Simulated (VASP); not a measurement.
# AgI (F-43m) in VASP: further runs, part 2 of 2

VASP 6.6.1. The steps go on from the part before.

### 3 Single point, PBE (34.58 Å³/atom)

This run uses another cell than the first one, of 34.58 Å³/atom.

The input, INCAR:

```
  PREC = Accurate
  ENCUT = 500
  EDIFF = 1E-6
  ISMEAR = -1
  SIGMA = 0.01
  LREAL = F
  LASPH = T
  NELM = 120
  ALGO = Normal
  ISIF = 2
  LWAVE = F
  LCHARG = F
  GGA = PE
  NBANDS = 16
  GGA_COMPAT = F
```

The input, KPOINTS:

```
regular mesh
0
Gamma
  7 7 7
```

The input, POSCAR:

```
AgI
1.0
    0.0000000000      3.2579343995      3.2579343995
    3.2579343995      0.0000000000      3.2579343995
    3.2579343995      3.2579343995      0.0000000000
Ag I
1 1
Direct
    0.0000000000      0.0000000000      0.0000000000
    0.7500000000      0.7500000000      0.7500000000
```

Potentials or basis: VASP PAW PBE potentials, release 64 (Ag, I).

Command:

```bash
$ cat potpaw_PBE.64/Ag/POTCAR potpaw_PBE.64/I/POTCAR > POTCAR
$ mpirun -np 1 vasp_std > vasp.out
```

It took 39 s on 1 thread of Intel Xeon 8259CL, shared host; peak memory 0.21 GiB.

It converged, with:

```
Free energy            : -4.7764 eV
Pressure               : 1.5 GPa
Band gap on the k mesh : 1.34 eV
```

Levels at points of the mesh, in eV from the valence-band top:
```
           k point  band 6  band 7  band 8  band 9  band 10  band 11  band 12  band 13
(0.00, 0.00, 0.00)   -3.03    0.00    0.00    0.00     1.34     5.77     5.77     5.77
```

Caveat: spin-orbit coupling is left out, which moves the levels of the heavy elements.

### 4 Single point, PBE (35.26 Å³/atom)

This run uses another cell than the first one, of 35.26 Å³/atom.

The input, INCAR:

```
  ALGO = Normal
  EDIFF = 1E-6
  ENCUT = 500
  GGA = PE
  GGA_COMPAT = False
  ISIF = 2
  ISMEAR = -1
  LASPH = True
  LCHARG = True
  LELF = True
  LREAL = False
  LVHAR = True
  LWAVE = False
  NBANDS = 16
  NELM = 120
  PREC = Accurate
  SIGMA = 0.01
```

The input, KPOINTS:

```
k-points
0
Gamma
  7 7 7
```

The input, POSCAR:

```
AgI
1.0
    0.0000000000      3.2790904105      3.2790904105
    3.2790904105      0.0000000000      3.2790904105
    3.2790904105      3.2790904105      0.0000000000
Ag I
1 1
Direct
    0.0000000000      0.0000000000      0.0000000000
    0.7500000000      0.7500000000      0.7500000000
```

Potentials or basis: VASP PAW PBE potentials, release 64 (Ag, I).

Command:

```bash
$ cat potpaw_PBE.64/Ag/POTCAR potpaw_PBE.64/I/POTCAR > POTCAR
$ mpirun -np 1 vasp_std > vasp.out
```

OUTCAR:

```text
EDIFF = 1E-6
   ENCUT = 500
   GGA = PE
   ISIF = 2
   ISMEAR = -1
   LASPH = True
   LREAL = False
   NELM = 120
   PREC = Accurate

 ion  position               nearest neighbor table
   1  0.000  0.000  0.000-   2 2.84   2 2.84   2 2.84   2 2.84
   2  0.750  0.750  0.750-   1 2.84   1 2.84   1 2.84   1 2.84

  LATTYP: Found a face centered cubic cell.
 ALAT       =     6.5581808210

  Lattice vectors:

 A1 = (   0.0000000000,   3.2790904105,   3.2790904105)
 A2 = (   3.2790904105,   0.0000000000,   3.2790904105)
 A3 = (   3.2790904105,   3.2790904105,   0.0000000000)

Analysis of symmetry for initial positions (statically):
=====================================================================
 Subroutine PRICEL returns:
 Original cell was already a primitive cell.

 Routine SETGRP: Setting up the symmetry group for a
 face centered cubic supercell.

 Subroutine GETGRP returns: Found 24 space group operations
 (whereof 24 operations were pure point group operations)
 out of a pool of 48 trial point group operations.

The static configuration has the point symmetry T_d .

[... 152 lines left out ...]

  energy without entropy =       -4.78623248  energy(sigma->0) =       -4.78623248

 E-fermi :   3.0589     XC(G=0):  -8.2945

 val. band max:        2.8098372889   @ k =   0.0000   0.0000   0.0000
 cond. band min:       4.1528376178   @ k =   0.0000   0.0000   0.0000
 fundamental gap:      1.3430003289
 Fermi energy:         3.0588676989

 k-point     1 :       0.0000    0.0000    0.0000
  band No.  band energies     occupation
      1      -9.8354      2.00000
      2      -1.2361      2.00000
      3      -1.2361      2.00000
      4      -1.2361      2.00000
      5      -0.1381      2.00000
      6      -0.1381      2.00000
[... 357 lines left out ...]
      3      -0.9487      2.00000
      4      -0.7539      2.00000
      5      -0.1975      2.00000
      6      -0.0173      2.00000
[... 8 lines left out ...]
     15      13.4634      0.00000
     16      15.0687      0.00000

------------------------ aborting loop because EDIFF is reached ----------------------------------------

  FORCE on cell =-STRESS in cart. coord.  units (eV):
  Direction    XX          YY          ZZ          XY          YZ          ZX
  --------------------------------------------------------------------------------------
  -------------------------------------------------------------------------------------
  Total        0.3777505      0.3777505      0.3777505     -0.0000000     -0.0000000      0.0000000
  in kB        8.5827306      8.5827306      8.5827306     -0.0000000     -0.0000000      0.0000000
  external PRESSURE =       8.5827306 kB  Pullay stress =       0.0000000 kB

 VOLUME and BASIS-vectors are now :
 -----------------------------------------------------------------------------
  energy-cutoff  :      500.00
  volume of cell :       70.52
      direct lattice vectors                 reciprocal lattice vectors
     0.000000000  3.279090410  3.279090410    -0.152481310  0.152481310  0.152481310
     3.279090410  0.000000000  3.279090410     0.152481310 -0.152481310  0.152481310
     3.279090410  3.279090410  0.000000000     0.152481310  0.152481310 -0.152481310

 POSITION                                       TOTAL-FORCE (eV/Angst)
 -----------------------------------------------------------------------------------
      0.00000      0.00000      0.00000        -0.000000      0.000000      0.000000
      4.91864      4.91864      4.91864         0.000000     -0.000000     -0.000000
 -----------------------------------------------------------------------------------
    total drift:                                0.000000      0.000000      0.000000

  FREE ENERGIE OF THE ION-ELECTRON SYSTEM (eV)
  ---------------------------------------------------
  free  energy   TOTEN  =        -4.7862324847 eV

  energy  without entropy=       -4.7862324847  energy(sigma->0) =       -4.78623248
```

stdout:

```text
POSCAR found type information on POSCAR AgI
 POSCAR found :  2 types and       2 ions
 scaLAPACK will be used
 LDA part: xc-table for (Slater+PW92), standard interpolation
 POSCAR, INCAR and KPOINTS ok, starting setup
 FFT: planning ... GRIDC
 FFT: planning ... GRID_SOFT
 FFT: planning ... GRID
 WAVECAR not read
 entering main loop
```

Wall time 44 s (1 thread of Intel Xeon 8259CL, shared host); peak memory 0.21 GiB.

Results:

| Property | Result |
| --- | --- |
| Free energy | -4.7862 eV |
| Pressure | 0.9 GPa |
| Band gap on the k mesh | 1.34 eV |

Caveat: spin-orbit coupling is left out, which moves the levels of the heavy elements.

### 5 Summary

```tsv
cell	gap on the mesh (eV)	pressure (GPa)
a = 4.546 Å, angles 60.0°, 2 atoms	1.34	3.0
a = 4.607 Å, angles 60.0°, 2 atoms	1.34	1.5
a = 4.637 Å, angles 60.0°, 2 atoms	1.34	0.9
```

Alike in all rows: task single point; level PBE; potentials or basis VASP PAW PBE potentials, release 64 (Ag, I); no spin polarisation; k mesh 7 × 7 × 7; cutoff (eV) 500; smearing fermi-dirac 0.01 eV.

Caveats: spin-orbit coupling is left out, which moves the levels of the heavy elements.

Absolute energies hang on the potentials; compare differences alone.
